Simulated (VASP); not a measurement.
Crystal: Co.

```
CELL_PARAMETERS angstrom
2.10541 -3.14248 0.00000
2.10541 3.14248 0.00000
0.00000 0.00000 4.75980
ATOMIC_POSITIONS crystal
Co 0.50000 0.00000 0.25000
Co 0.00000 0.50000 0.75000
Co 0.00000 0.50000 0.25000
Co 0.50000 0.00000 0.75000
Co 0.00000 0.00000 0.00000
```

```yaml
Program: VASP 6.6.1
Task: relaxation of cell and atoms
Functional: PBE
Potentials_or_basis: VASP PAW PBE potentials, release 64 (Co)
Cutoff: 600 eV
k_mesh: 6 × 6 × 4
Occupations: gaussian, width 0.1 eV
Spin: collinear spin, ferromagnetic start
Starting_moments: "[1.75, 1.75, 1.75, 1.75, 1.54] μB"
```

At the start: pressure 24.8 GPa; volume 12.60 Å³/atom.

Problem. How do energy, volume and symmetry change on relaxing?

Solution. Over 19 steps the energy falls by 464.6 meV/atom and the volume is 12.93 Å³/atom (+2.7 %); space group P4/mmm (No. 123, to 0.05 Å); moment 8.86 μB per cell.

Step by step:
```csv
step,energy change (eV),largest force (eV/Å),pressure (GPa),volume (Å³)
1,0.0000,1.7759,24.75,62.98
2,-0.7588,0.1450,-14.26,82.08
3,-1.1806,0.3694,-4.13,73.83
4,-1.3815,0.2025,-1.94,71.29
5,-1.4418,0.0070,0.21,69.43
6,-1.6417,0.1882,0.11,68.10
7,-2.0108,0.6571,7.59,62.90
8,-2.0868,0.4650,3.64,64.07
9,-2.0893,0.4169,2.89,64.36
10,-2.1483,0.3457,0.86,65.08
11,-2.2067,0.1824,-3.21,66.65
12,-2.2492,0.1356,-1.42,65.67
13,-2.2723,0.0731,0.87,64.59
14,-2.2736,0.0496,1.61,64.24
15,-2.2949,0.0608,0.74,64.45
16,-2.3038,0.0666,0.06,64.65
17,-2.3042,0.0663,-0.09,64.69
18,-2.3174,0.0426,-0.18,64.68
19,-2.3228,0.0194,-0.23,64.65
```

Final structure:
```cif
data_structure
_symmetry_space_group_name_H-M 'P 1'
_symmetry_Int_Tables_number 1
_cell_length_a 3.4079
_cell_length_b 3.4079
_cell_length_c 5.5669
_cell_angle_alpha 90.000
_cell_angle_beta 90.000
_cell_angle_gamma 90.097
_cell_volume 64.65
loop_
_atom_site_label
_atom_site_type_symbol
_atom_site_fract_x
_atom_site_fract_y
_atom_site_fract_z
_atom_site_occupancy
Co1 Co 0.50000 0.00000 0.29666 1
Co2 Co 0.00000 0.50000 0.70334 1
Co3 Co 0.00000 0.50000 0.29666 1
Co4 Co 0.50000 0.00000 0.70334 1
Co5 Co 0.00000 0.00000 0.00000 1
```
